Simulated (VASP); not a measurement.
Here is a VASP 6.6.1 calculation.

File INCAR:

```
SYSTEM = Cr
PREC = Accurate ; ENCUT = 700
EDIFF = 1E-6 ; ISMEAR = -1
SIGMA = 0.05 ; LREAL = .FALSE.
LASPH = .TRUE. ; NELM = 200
ALGO = Normal ; ISIF = 2
LWAVE = .FALSE. ; LCHARG = .TRUE.
ISPIN = 2 ; MAGMOM = -3 3
LORBIT = 11 ; LMAXMIX = 4
LDAU = .TRUE. ; LDAUTYPE = 2
LDAUL = 2 ; LDAUU = 1
LDAUJ = 0 ; LDAUPRINT = 1
GGA = PE ; LELF = .TRUE.
LVHAR = .TRUE. ; NBANDS = 25
GGA_COMPAT = .FALSE.
```

File KPOINTS:

```
regular mesh
0
G
  11 11 11
  0 0 0
```

The input POSCAR:

```
Cr
1.0
    2.9688993551      0.0000000000      0.0000000000
    0.0000000000      2.9688993551      0.0000000000
    0.0000000000      0.0000000000      2.9688993551
Cr
2
Direct
    0.0000000000      0.0000000000      0.0000000000
    0.5000000000      0.5000000000      0.5000000000
```

Potentials or basis: VASP PAW PBE potentials, release 64 (Cr_sv).

Launch:

```bash
$ cat potpaw_PBE.64/Cr_sv/POTCAR > POTCAR
$ mpirun -np 1 vasp_std > vasp.out
```

**Question.** Estimate the net moment.

**Answer.** 0.00 μB per cell.

**Question.** What does it give for the site moments?

**Answer.** Cr -2.18, +2.18 μB.

**Question.** What does it give for the pressure?

**Answer.** -2.9 GPa.

Eigenvalues of the final occupation matrices:
```
    site  spin  trace               eigenvalues
site 1 d     1   0.70  0.10 0.10 0.16 0.16 0.16
site 1 d     2   2.86  0.42 0.42 0.68 0.68 0.68
site 2 d     1   2.86  0.42 0.42 0.68 0.68 0.68
site 2 d     2   0.70  0.10 0.10 0.16 0.16 0.16
```

Caveat: the antiferromagnetic order is the one typed at the start, and another may lie lower; the U is typed as a test and isn't derived for this compound. The state reached can hang on the start; a lower one may exist.
